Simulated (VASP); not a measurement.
# Be5I2 (P4/mmm) in VASP: a series of runs, part 3 of 3

VASP 6.6.1.

### Step 4. Relaxation of cell and atoms, PBE

This run uses another cell than the first one, of 38.79 Å³/atom, 1.841 times its volume.

Contents of INCAR:

```
ALGO = Normal ; EDIFF = 1E-6
EDIFFG = -0.01 ; ENCUT = 600
GGA = PE ; IBRION = 2
ISIF = 3 ; ISMEAR = 0
LASPH = True ; LCHARG = False
LREAL = False ; LWAVE = False
NELM = 100 ; NSW = 100
PREC = Accurate ; SIGMA = 0.1
```

Contents of KPOINTS:

```
k-points
0
Gamma
  8 8 4
```

Contents of POSCAR:

```
Be5I2
1.0
    5.1008198683      0.0000000000      0.0000000000
    0.0000000000      5.1008198683      0.0000000000
    0.0000000000      0.0000000000     10.4364110041
Be I
5 2
Direct
    0.7033584386      0.0000000000      0.5000000000
    0.2966415614      0.0000000000      0.5000000000
    0.0000000000      0.7033584386      0.5000000000
    0.0000000000      0.2966415614      0.5000000000
    0.0000000000      0.0000000000      0.0000000000
    0.0000000000      0.0000000000      0.2091165622
    0.0000000000      0.0000000000      0.7908834378
```

Potentials or basis: VASP PAW PBE potentials, release 64 (Be, I).

The run is started by

```
> cat potpaw_PBE.64/Be/POTCAR potpaw_PBE.64/I/POTCAR > POTCAR
> mpirun -np 1 vasp_std > vasp.out
```

OUTCAR:

```text
EDIFF = 1E-6
   EDIFFG = -0.01
   ENCUT = 600
   GGA = PE
   IBRION = 2
   ISIF = 3
   ISMEAR = 0
   LASPH = True
   LREAL = False
   NELM = 100
   NSW = 100
   PREC = Accurate

 ion  position               nearest neighbor table
   1  0.703  0.000  0.500-   2 2.07   3 2.14   4 2.14
   2  0.297  0.000  0.500-   1 2.07   3 2.14   4 2.14
   3  0.000  0.703  0.500-   4 2.07   2 2.14   1 2.14
   4  0.000  0.297  0.500-   3 2.07   2 2.14   1 2.14
   5  0.000  0.000  0.000-   6 2.18   7 2.18
   6  0.000  0.000  0.209-   5 2.18
   7  0.000  0.000  0.791-   5 2.18

  LATTYP: Found a simple tetragonal cell.
 ALAT       =     5.1008198683
 C/A-ratio  =     2.0460261828

  Lattice vectors:

 A1 = (   5.1008198683,   0.0000000000,   0.0000000000)
 A2 = (   0.0000000000,   5.1008198683,   0.0000000000)
 A3 = (   0.0000000000,   0.0000000000,  10.4364110041)

Analysis of symmetry for initial positions (statically):
=====================================================================
 Subroutine PRICEL returns:
 Original cell was already a primitive cell.

 Routine SETGRP: Setting up the symmetry group for a
 simple tetragonal supercell.

 Subroutine GETGRP returns: Found 16 space group operations
 (whereof 16 operations were pure point group operations)
 out of a pool of 16 trial point group operations.

The static configuration has the point symmetry D_4h.

Analysis of symmetry for dynamics (positions and initial velocities):
=====================================================================
 Subroutine PRICEL returns:
 Original cell was already a primitive cell.

 Routine SETGRP: Setting up the symmetry group for a
 simple tetragonal supercell.

 Subroutine GETGRP returns: Found 16 space group operations
 (whereof 16 operations were pure point group operations)
 out of a pool of 16 trial point group operations.

The dynamic configuration has the point symmetry D_4h.

 Subroutine INISYM returns: Found 16 space group operations
 (whereof 16 operations are pure point group operations),
 and found     1 'primitive' translations

----------------------------------------------------------------------------------------

                                     Primitive cell

  volume of cell :     271.5383

  direct lattice vectors                    reciprocal lattice vectors
     5.100819868  0.000000000  0.000000000     0.196046915  0.000000000  0.000000000
     0.000000000  5.100819868  0.000000000     0.000000000  0.196046915  0.000000000
     0.000000000  0.000000000 10.436411004     0.000000000  0.000000000  0.095818380

  length of vectors
     5.100819868  5.100819868 10.436411004     0.196046915  0.196046915  0.095818380

  position of ions in fractional coordinates (direct lattice)
     0.703358439  0.000000000  0.500000000
     0.296641561  0.000000000  0.500000000
     0.000000000  0.703358439  0.500000000
     0.000000000  0.296641561  0.500000000
     0.000000000  0.000000000  0.000000000
     0.000000000  0.000000000  0.209116562
     0.000000000  0.000000000  0.790883438

  ion indices of the primitive-cell ions
   primitive index   ion index
                 1           1
                 2           2
                 3           3
                 4           4
[... 65 lines left out ...]
 SYSTEM =  unknown system
   PREC   = accura    normal or accurate (medium, high low for compatibility)
   ISTART =      0    job   : 0-new  1-cont  2-samecut
   ICHARG =      2    charge: 1-file 2-atom 10-const
   ISPIN  =      1    spin polarized calculation?
   LNONCOLLINEAR =      F non collinear calculations
   LSORBIT =      F    spin-orbit coupling
   LASPH  =      T    aspherical Exc in radial PAW
   ENCUT  =  600.0 eV  44.10 Ry    6.64 a.u.  10.19 10.19 20.84*2*pi/ulx,y,z
   NELM   =    100;   NELMIN=  2; NELMDL= -5     # of ELM steps
   EDIFF  = 0.1E-05   stopping-criterion for ELM
   LREAL  =      F    real-space projection
   EDIFFG = -.1E-01   stopping-criterion for IOM
   NSW    =    100    number of steps for IOM
   IBRION =      2    ionic relax: 0-MD 1-quasi-New 2-CG
   NFREE  =      1    steps in history (QN), initial steepest desc. (CG)
   ISIF   =      3    stress and relaxation
   ISYM   =      2    0-nonsym 1-usesym 2-fastsym
   POTIM  = 0.5000    time-step for ionic-motion
   TEBEG  =    0.0;   TEEND  =   0.0 temperature during run
   PSTRESS=    0.0 pullay stress
   NELECT =      24.0000    total number of electrons
   NUPDOWN=      -1.0000    fix difference up-down
   EMIN   =  10.00;   EMAX   =-10.00  energy-range for DOS
   EFERMI =   0.00;   METHOD = LEGACY
   ISMEAR =     0;   SIGMA  =   0.10  broadening in eV -4-tet -1-fermi 0-gaus
   EFERMI_NEDOS =   21; number of points for ismear=-14 and -15
   IALGO  =     38    algorithm
   IMIX   =      4    mixing-type and parameters
     AMIX     =   0.40;   BMIX     =  1.00
     AMIX_MAG =   1.60;   BMIX_MAG =  1.00
  volume/ion in A,a.u.               =      38.79       261.78
  Fermi-wavevector in a.u.,A,eV,Ry     =   0.729236  1.378057  7.235379  0.531785
  Thomas-Fermi vector in A             =   1.820908
   LORBIT       =      0    0 simple, 1 ext, 2 COOP (PROOUT), +10 PAW based schemes
   GGA     = PE    functional components
   LHFCALC =     F    Hartree Fock is set to
   AEXX    =    0.0000 exact exchange contribution
   IVDW    =     0    specifies the selected vdW correction
   LEPSILON=     F    determine dielectric tensor
   LRPA    =     F    only Hartree local field effects (RPA)
 conjugate gradient relaxation of ions
 non-spin polarized calculation
 Gauss-broadening in eV      SIGMA  =   0.10
  energy-cutoff  :      600.00
  volume of cell :      271.54
 maximum number of plane-waves:      9112
 NGX is ok and might be reduce to    42
   NGX = 21   NGY = 21   NGZ = 41

--------------------------------------- Ionic step        1  -------------------------------------------

 number of electron      24.0000000 magnetization

 Free energy of the ion-electron system (eV)
  ---------------------------------------------------
  ext. energy  EPLUGINS =         0.00000000
  ---------------------------------------------------
  free energy    TOTEN  =       -14.44786542 eV

  energy without entropy =      -14.42674891  energy(sigma->0) =      -14.43730717

------------------------ aborting loop because EDIFF is reached ----------------------------------------

  FORCE on cell =-STRESS in cart. coord.  units (eV):
  Direction    XX          YY          ZZ          XY          YZ          ZX
  --------------------------------------------------------------------------------------
  -------------------------------------------------------------------------------------
  Total        0.0182978      0.0182978      0.3880230      0.0000000      0.0000000     -0.0000000
  in kB        0.1079639      0.1079639      2.2894802      0.0000000      0.0000000     -0.0000000
  external PRESSURE =       0.8351360 kB  Pullay stress =       0.0000000 kB
[... 104 lines left out ...]
  FREE ENERGIE OF THE ION-ELECTRON SYSTEM (eV)
  ---------------------------------------------------
  free  energy   TOTEN  =       -14.4491999426 eV

  energy  without entropy=      -14.4280767351  energy(sigma->0) =      -14.43863834

[... ionic steps 4 to 7 ...]

--------------------------------------- Ionic step        8  -------------------------------------------

 number of electron      24.0000001 magnetization

------------------------ aborting loop because EDIFF is reached ----------------------------------------
[... 77 lines left out ...]
--------------------------------------- Ionic step       10  -------------------------------------------

 number of electron      24.0000001 magnetization

 Free energy of the ion-electron system (eV)
  ---------------------------------------------------
  ext. energy  EPLUGINS =         0.00000000
  ---------------------------------------------------
  free energy    TOTEN  =       -14.45030601 eV

  energy without entropy =      -14.42897985  energy(sigma->0) =      -14.43964293

 E-fermi :   0.3698     XC(G=0):  -5.9212

 val. band max:        0.3601138625   @ k =   0.1250   0.1250   0.2500
 cond. band min:       0.3710614424   @ k =   0.5000   0.0000   0.2500
 fundamental gap:      0.0109475800
 Fermi energy:         0.3698450857

 k-point     1 :       0.0000    0.0000    0.0000
  band No.  band energies     occupation
      1     -13.5389      2.00000
      2     -13.4809      2.00000
      3      -6.0684      2.00000
      4      -4.7430      2.00000
      5      -4.1394      2.00000
      6      -3.1069      2.00000
[... 433 lines left out ...]
      3      -5.7407      2.00000
      4      -4.9713      2.00000
      5      -3.7414      2.00000
      6      -3.5329      2.00000
[... 8 lines left out ...]
     15       1.3806      0.00000
     16       2.1386      0.00000

 [... further k-points ...]
[... 5 lines left out ...]
  --------------------------------------------------------------------------------------
  -------------------------------------------------------------------------------------
  Total       -0.0277775     -0.0277775      0.0357367      0.0000000      0.0000000      0.0000000
  in kB       -0.1619729     -0.1619729      0.2083837      0.0000000      0.0000000      0.0000000
  external PRESSURE =      -0.0385207 kB  Pullay stress =       0.0000000 kB
[... 22 lines left out ...]
  FREE ENERGIE OF THE ION-ELECTRON SYSTEM (eV)
  ---------------------------------------------------
  free  energy   TOTEN  =       -14.4503060136 eV

  energy  without entropy=      -14.4289798487  energy(sigma->0) =      -14.43964293

 reached required accuracy - stopping structural energy minimisation
```

Run time: 26 min. Hardware: 1 thread of Intel Xeon Platinum 8488C (Sapphire Rapids), shared host; peak memory 0.57 GiB.

Results:

| Quantity | Value |
| --- | --- |
| Free energy | -14.4503 eV |
| Relaxed volume | 39.25 Å³/atom |
| Relaxed cell | a = 5.096 Å, b = 5.096 Å, c = 10.578 Å, α = 90.00°, β = 90.00°, γ = 90.00° |
| Space group after relaxing (to 0.05 Å) | P4/mmm (No. 123) |
| Energy gained by relaxing | 0.3 meV/atom |
| Ionic steps | 10 |
| Pressure after relaxing | 0.0 GPa |
| Largest force after relaxing | 0.010 eV/Å |
| Band gap on the k mesh | zero (band 12 reaches 0.61 eV, above the bottom of band 13 at -0.43 eV) |

Forces on the atoms (eV/Å):
```
Be   0.010  0.000  0.000
Be  -0.010  0.000  0.000
Be   0.000  0.010  0.000
Be   0.000 -0.010  0.000
Be   0.000  0.000  0.000
I    0.000  0.000  0.010
I    0.000  0.000 -0.010
```

The path:
```csv
step,energy change (eV),largest force (eV/Å),pressure (GPa),volume (Å³)
1,0.0000,0.0895,0.08,271.54
2,-0.0013,0.0438,-0.01,272.33
3,-0.0013,0.0426,-0.01,272.32
4,-0.0015,0.0251,0.01,272.32
5,-0.0015,0.0186,0.03,272.32
6,-0.0016,0.0186,0.02,272.45
7,-0.0019,0.0170,0.02,272.87
8,-0.0023,0.0137,0.01,273.70
9,-0.0024,0.0139,-0.01,275.35
10,-0.0024,0.0098,0.00,274.77
```

Final structure:
```yaml
crystal:
  lattice:
    - [5.09648, 0.00000, 0.00000]
    - [0.00000, 5.09648, 0.00000]
    - [0.00000, 0.00000, 10.57843]
  atoms:
    - { symbol: Be, position: [0.70235, 0.00000, 0.50000] }
    - { symbol: Be, position: [0.29765, 0.00000, 0.50000] }
    - { symbol: Be, position: [0.00000, 0.70235, 0.50000] }
    - { symbol: Be, position: [0.00000, 0.29765, 0.50000] }
    - { symbol: Be, position: [0.00000, 0.00000, 0.00000] }
    - { symbol: I, position: [0.00000, 0.00000, 0.20657] }
    - { symbol: I, position: [0.00000, 0.00000, 0.79343] }
```

Levels at points of the mesh, in eV from the Fermi level:
| k point | band 9 | band 10 | band 11 | band 12 | band 13 | band 14 | band 15 | band 16 |
| --- | --- | --- | --- | --- | --- | --- | --- | --- |
| (0.00, 0.00, 0.00) | -3.04 | -1.43 | -1.25 | -0.80 | -0.80 | 0.13 | 1.95 | 2.22 |
| (0.50, 0.00, 0.00) | -3.06 | -3.00 | -1.27 | -0.05 | 0.57 | 0.79 | 1.45 | 1.60 |
| (0.50, 0.50, 0.00) | -3.45 | -2.75 | -2.75 | -0.94 | 1.69 | 1.69 | 1.80 | 1.80 |
| (0.00, 0.00, 0.50) | -3.11 | -1.41 | -1.25 | -0.71 | -0.71 | -0.45 | 2.08 | 2.08 |
| (0.50, 0.00, 0.50) | -3.04 | -2.78 | -1.26 | 0.06 | 0.18 | 0.57 | 0.75 | 1.55 |
| (0.50, 0.50, 0.50) | -3.45 | -2.54 | -2.54 | -0.94 | 0.94 | 0.94 | 0.99 | 2.34 |

Caveat: spin-orbit coupling is left out, which moves the levels of the heavy elements.

### Step 5. Overview

| task | cell | k mesh | cutoff (eV) | gap on the mesh (eV) | pressure (GPa) | largest force (eV/Å) |
| --- | --- | --- | --- | --- | --- | --- |
| single point | a = 4.828, b = 4.828, c = 6.326 Å, 7 atoms | 4 × 4 × 4 | 520 | none | 55.8 | 18.71 |
| single point | a = 5.094, b = 5.094, c = 10.585 Å, 7 atoms | 8 × 8 × 4 | 520 | none | 0.0 | 0.02 |
| relaxation of cell and atoms | relaxed from a = 5.101, b = 5.101, c = 10.436 Å, 7 atoms | 8 × 8 × 4 | 600 | none | 0.0 | 0.01 |

Alike in all rows: level PBE; potentials or basis VASP PAW PBE potentials, release 64 (Be, I); no spin polarisation; smearing gaussian 0.1 eV.

Caveats: spin-orbit coupling is left out, which moves the levels of the heavy elements; forces of over 1 eV/Å act on the atoms, so gaps and moduli don't describe the material at rest (some runs).

Absolute energies hang on the potentials; compare differences alone.
